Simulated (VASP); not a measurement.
# Pt: single point with PBEsol

Pt:

```
CELL_PARAMETERS angstrom
-1.57828 1.57828 1.58422
1.57828 -1.57828 1.58422
1.59016 1.59016 -1.58422
ATOMIC_POSITIONS crystal
Pt 0.00000 0.00000 0.00000
```

This cell differs from its parent crystal: strain +0.0075 x Voigt [0, 0, 0, 0, 0, 1].

| Property | Result |
| --- | --- |
| Program | VASP 6.6.1 |
| Task | single point |
| Functional | PBEsol |
| Potentials or basis | VASP PAW PBE potentials, release 64 (Pt) |
| Cutoff | 520 eV |
| k mesh | 22 × 22 × 22 |
| Occupations | gaussian, width 0.15 eV |
| Spin | no spin polarisation |

```
Pressure               : -11.3 GPa
Band gap on the k mesh : zero (bands 5 and 6 overlap by 2.14 eV)
```

Stress tensor (GPa, compression positive):
```
-11.28  -1.08   0.00
 -1.08 -11.28   0.00
  0.00   0.00 -11.27
```

Levels at points of the mesh, in eV from the Fermi level:
```
           k point  band 2  band 3  band 4  band 5  band 6  band 7  band 8  band 9
(0.00, 0.00, 0.00)   -3.49   -3.43   -3.38   -0.94   -0.94   17.04   17.10   17.17
(0.50, 0.00, 0.00)   -4.84   -1.13   -0.63    0.24    1.06    6.23   13.25   15.77
(0.50, 0.50, 0.00)   -4.82   -1.16   -0.66    0.29    1.09    6.32   13.20   15.71
(0.00, 0.00, 0.50)   -4.87   -1.11   -0.59    0.19    1.03    6.14   13.30   15.82
(0.50, 0.50, 0.50)   -5.99    0.49    0.54    0.59    7.61    7.61    7.61   12.64
```

Run time: 72 s on 1 thread of Intel(R) Xeon(R) 6975P-C (Granite Rapids) (shared host), peak memory 0.35 GiB.

Caveat: the cell differs from its parent crystal (strain +0.0075 x Voigt [0, 0, 0, 0, 0, 1]); the cell stands under tension; the PAW data sets were made with another functional, which shifts forces and pressure a little; spin-orbit coupling is left out, which moves the levels of the heavy elements.
